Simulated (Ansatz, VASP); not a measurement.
**Hf2Si: VASP beside Ansatz**

```
Hf Si
1.0
    -3.27535    3.27535    2.58282
     3.27535   -3.27535    2.58282
     3.27535    3.27535   -2.58282
Hf Si
4 2
Direct
  0.84351 0.65649 0.50000
  0.34351 0.84351 0.18703
  0.15649 0.34351 0.50000
  0.65649 0.15649 0.81297
  0.75000 0.75000 0.00000
  0.25000 0.25000 0.00000
```

Alike in both runs: task single point; functional PBEsol; k mesh 12 × 12 × 12; occupations gaussian, width 0.1 eV; no spin polarisation.

|  | VASP | Ansatz |
| --- | --- | --- |
| version | VASP 6.6.1 | Ansatz 0.2.0 |
| potentials or method | VASP PAW PBE potentials, release 64 (Hf_pv, Si), cutoff 520 eV | scalar-relativistic, plane waves, PAW |
| valence electrons in the cell | 48 | 112 |

VASP gave:

- gap on the k mesh at the Fermi level (eV): none
- pressure (GPa): -2.6
- traceless stress, the component that is largest in VASP (GPa): 0.12
- rms of the force components (eV/Å): 0.019

Task: What did Ansatz give for the same quantities?

Result: gap on the k mesh at the Fermi level (eV): none; pressure (GPa): -2.4; traceless stress, the component that is largest in VASP (GPa): 0.14; rms of the force components (eV/Å): 0.023.

VASP's potentials were made for PBE, not for PBEsol. Atom by atom the forces differ by 0.004 eV/Å (rms over components). A gap of «none» marks a metal or a gap that the smearing closes. VASP's potentials hold 48 valence electrons a cell and Ansatz's 112, so a difference there can come from the potentials and not from the codes.

Spin-orbit coupling is off throughout.
